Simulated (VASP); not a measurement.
SnSe: single point with PBE

The system is SnSe.

```
Sn Se
1.0
     5.06445    0.00000    0.00000
    -2.53223    4.38595    0.00000
     0.00000    0.00000    6.07339
Sn Se
2 2
Direct
  0.33333 0.66667 0.25000
  0.66667 0.33333 0.75000
  0.66667 0.33333 0.25000
  0.33333 0.66667 0.75000
```

```json
{
  "Program": "VASP 6.6.1",
  "Task": "single point",
  "Functional": "PBE",
  "Potentials or basis": "VASP PAW PBE potentials, release 64 (Sn_d, Se)",
  "Cutoff": "520 eV",
  "k mesh": "6 × 6 × 4",
  "Occupations": "fermi-dirac, width 0.02 eV",
  "Spin": "non-collinear spin, zero start, spin-orbit coupling",
  "Starting moments": "[[0.0, 0.0, 0.0], [0.0, 0.0, 0.0], [0.0, 0.0, 0.0], [0.0, 0.0, 0.0]] μB",
  "Dipole correction": "no",
  "Further INCAR settings": "ALGO = Normal; EDIFF = 1e-07; NBANDS = 54"
}
```

| Quantity | Value |
| --- | --- |
| Pressure | 0.9 GPa |
| Net moment | 0.00 μB per cell |
| Valence electrons inside the program's atomic spheres | Sn 12.05; Se 3.80 |

Stress tensor (GPa, compression positive):
```
0.81 0.00 0.00
0.00 0.81 0.00
0.00 0.00 0.99
```

Moments on the atoms (μB; x, y, z):
```
Sn  0.00 0.00 0.00
Sn  0.00 0.00 0.00
Se  0.00 0.00 0.00
Se  0.00 0.00 0.00
```

Wall time 12 min on 1 thread of Intel Xeon 8259CL (shared host), peak memory 0.69 GiB.
